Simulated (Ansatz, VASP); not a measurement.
**One calculation of SnTe, two programs**

Contents of INCAR:

```
ALGO = Normal
EDIFF = 1E-6
EDIFFG = -0.01
ENCUT = 600
GGA = RE
IBRION = 2
ISIF = 3
ISMEAR = -1
LASPH = T
LCHARG = F
LREAL = F
LWAVE = F
NELM = 80
NSW = 60
PREC = Accurate
SIGMA = 0.05
```

KPOINTS

```
k-points
0
Gamma
  7 7 7
```

POSCAR

```
SnTe
1.0
    3.9047000000      0.0000000000      0.0000000000
    0.0000000000      3.9047000000      0.0000000000
    0.0000000000      0.0000000000      3.9047000000
Te Sn
1 1
Direct
    0.5000000000      0.5000000000      0.5000000000
    0.0000000000      0.0000000000      0.0000000000
```

File input.yaml:

```yaml
crystal:
  lattice:
    - [3.9047, 0.0, 0.0]
    - [0.0, 3.9047, 0.0]
    - [0.0, 0.0, 3.9047]
  atoms:
    - { symbol: Te, position: [0.5, 0.5, 0.5] }
    - { symbol: Sn, position: [0.0, 0.0, 0.0] }
hamiltonian:
  xc: revpbe
  pseudopotentials: { kind: paw }
kpoints:
  mp_grid: { grid: [7, 7, 7] }
scf:
  occupations: { method: fermi_dirac, width: 0.05 }
output:
  forces: true
  stress: true
  eigenvalues: true
relax:
  f_tol: 0.01
  max_steps: 40
  cell: { stress_tol: 0.05 }
```

Alike in both runs: task relaxation of cell and atoms; functional revPBE; k mesh 7 × 7 × 7; occupations fermi-dirac, width 0.05 eV; no spin polarisation.

```csv
,VASP,Ansatz
version,VASP 6.6.1,Ansatz 0.2.0
potentials or method,"VASP PAW PBE potentials, release 64 (Te, Sn_d)",Ansatz PAW
plane-wave cutoff (eV),600,420
valence electrons in the cell,20,30
```

```tsv
	VASP	Ansatz	Ansatz less VASP
gap on the k mesh at the Fermi level, each at its own relaxed structure (eV)	none	none	-
relaxed volume (Å³/atom)	29.68	29.72	+0.043
relaxed cell length with the largest relative difference (Å)	3.901	3.903	+0.0019
```

VASP's potentials were made for PBE, not for revPBE. A gap of «none» marks a metal or a gap that the smearing closes. VASP's potentials hold 20 valence electrons a cell and Ansatz's 30, so a difference there can come from the potentials and not from the codes.

Neither program's run includes spin-orbit coupling. Noted on Ansatz's run: the plane-wave basis is chosen anew once the cell has moved, so the energies of steps on either side of that aren't comparable.
